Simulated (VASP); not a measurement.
Pd: single point with PBE

Pd:

```
CELL_PARAMETERS angstrom
2.70229 0.00000 0.00000
-1.35115 2.34025 0.00000
0.00000 0.00000 4.48916
ATOMIC_POSITIONS crystal
Pd 0.33333 0.66667 0.25000
Pd 0.66667 0.33333 0.75000
```

- Program: VASP 6.6.1
- Task: single point
- Functional: PBE
- Potentials or basis: VASP PAW PBE potentials, release 64 (Pd)
- Cutoff: 500 eV
- k mesh: 17 × 17 × 9
- Occupations: fermi-dirac, width 0.1 eV
- Spin: no spin polarisation

```yaml
Pressure: 16.9 GPa
Band_gap_on_the_k_mesh: zero (band 10 reaches 10.66 eV, above the bottom of band 11 at 9.79 eV)
```

Stress tensor (GPa, compression positive):
```
16.90  0.00  0.00
 0.00 16.90  0.00
 0.00  0.00 16.79
```

Levels at points of the mesh, in eV from the Fermi level:
```
           k point  band 8  band 9  band 10  band 11  band 12  band 13
(0.00, 0.00, 0.00)   -1.83   -1.83    -0.28    -0.28     0.75     7.34
```

Run time: 2.2 min on 1 thread of AMD EPYC 7R13, with other jobs on the host, peak memory 0.16 GiB.
